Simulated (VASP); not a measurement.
Wanted: the native input for a VASP 6.6.1 run.

- Task: single point
- Functional: PBE
- Potentials or basis: VASP PAW PBE potentials, release 64 (P)
- Cutoff: 520 eV
- k mesh: 22 × 22 × 24
- Occupations: gaussian, width 0.1 eV
- Spin: no spin polarisation
- Dipole correction: no
- Further INCAR settings: ALGO = Normal; EDIFF = 1e-06; NBANDS = 8

The structure of P lies in POSCAR:

```
P
1.0
    2.5011801260      0.0000000000      0.0000000000
    0.0000000000      2.5011801260      0.0000000000
    0.0000000000      0.0000000000      2.4758204209
P
1
Direct
    0.0000000000      0.0000000000      0.5000000000
```

This isn't the form of P at room conditions, which is orthorhombic.

One way to write it, as run:

INCAR

```
PREC = Accurate
ENCUT = 520
EDIFF = 1E-6
ISMEAR = 0
SIGMA = 0.1
LREAL = False
LASPH = True
NELM = 60
ALGO = Normal
ISIF = 2
LWAVE = False
LCHARG = False
GGA = PE
NBANDS = 8
```

KPOINTS

```
regular mesh
0
Gamma
  22 22 24
```

Potentials or basis: VASP PAW PBE potentials, release 64 (P).

Launch:

```sh
$ cat potpaw_PBE.64/P/POTCAR > POTCAR
$ mpirun -np 1 vasp_std > vasp.out
```

It gave:

```json
{"Pressure": "-5.4 GPa", "Band gap on the k mesh": "zero (an odd number of electrons rules out a gap without spin polarisation)"}
```

Caveat: the cell stands under tension; an odd number of electrons without spin polarisation forces a metal; a magnetic or distorted state may lie lower.

Run time: 39 s on 1 thread of AMD EPYC 9R45 96-Core Processor (Zen 5), with other jobs on the host, peak memory 0.18 GiB.
